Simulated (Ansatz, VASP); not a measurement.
# CdBi3O in VASP and in Ansatz

INCAR

```
SYSTEM = CdBi3O
PREC = Accurate
ENCUT = 600
EDIFF = 1E-7
ISMEAR = 0
SIGMA = 0.1
LREAL = .FALSE.
LASPH = .TRUE.
NELM = 120
ALGO = Normal
ISIF = 3
LWAVE = .FALSE.
LCHARG = .FALSE.
GGA = PE
IBRION = 2
NSW = 100
EDIFFG = -0.01
GGA_COMPAT = .FALSE.
NELMIN = 4
```

File KPOINTS:

```
Automatic mesh
0
G
  8 8 8
  0 0 0
```

File POSCAR:

```
CdBi3O
1.0
    5.0044951392      0.0000000000      0.0000000000
    0.0000000000      5.0044951392      0.0000000000
    0.0000000000      0.0000000000      5.0044951392
Cd Bi O
1 3 1
Direct
    0.5000000000      0.5000000000      0.5000000000
    0.5000000000      0.0000000000      0.0000000000
    0.0000000000      0.5000000000      0.0000000000
    0.0000000000      0.0000000000      0.5000000000
    0.0000000000      0.0000000000      0.0000000000
```

Input for Ansatz:

```yaml
crystal:
  lattice:
    - [5.0044951392, 0.0, 0.0]
    - [0.0, 5.0044951392, 0.0]
    - [0.0, 0.0, 5.0044951392]
  atoms:
    - { symbol: Cd, position: [0.5, 0.5, 0.5] }
    - { symbol: Bi, position: [0.5, 0.0, 0.0] }
    - { symbol: Bi, position: [0.0, 0.5, 0.0] }
    - { symbol: Bi, position: [0.0, 0.0, 0.5] }
    - { symbol: O, position: [0.0, 0.0, 0.0] }
basis:
  ecutwfc: 420
kpoints:
  mp_grid: { grid: [8, 8, 8] }
hamiltonian:
  xc: pbe
scf:
  occupations: { method: gaussian, width: 0.1 }
output:
  forces: true
  stress: true
  eigenvalues: true
relax:
  adjacent_minimum: "off"
  f_tol: 0.01
  max_steps: 80
  cell: { stress_tol: 0.05 }
```

Change from the starting cell: species swapped into the EuH3Pd type (Pm-3m, No. 221).

Alike in both runs: task relaxation of cell and atoms; functional PBE; k mesh 8 × 8 × 8; occupations gaussian, width 0.1 eV; no spin polarisation.

|  | VASP | Ansatz |
| --- | --- | --- |
| version | VASP 6.6.1 | Ansatz 0.2.0 |
| potentials or method | VASP PAW PBE potentials, release 64 (Cd, Bi_d, O), cutoff 600 eV | scalar-relativistic, plane waves, PAW |
| valence electrons in the cell | 63 | 71 |

|  | VASP | Ansatz | Ansatz less VASP |
| --- | --- | --- | --- |
| gap on the k mesh at the Fermi level, each at its own relaxed structure (eV) | none | none | - |
| relaxed volume (Å³/atom) | 25.34 | 25.34 | +0.001 |
| relaxed length of the cell vector where the two differ most in proportion (Å) | 5.022 | 5.022 | +0.0001 |

A gap of «none» marks a metal or a gap that the smearing closes. VASP's potentials hold 63 valence electrons a cell and Ansatz's 71, so a difference there can come from the potentials and not from the codes.

Neither program's run includes spin-orbit coupling.
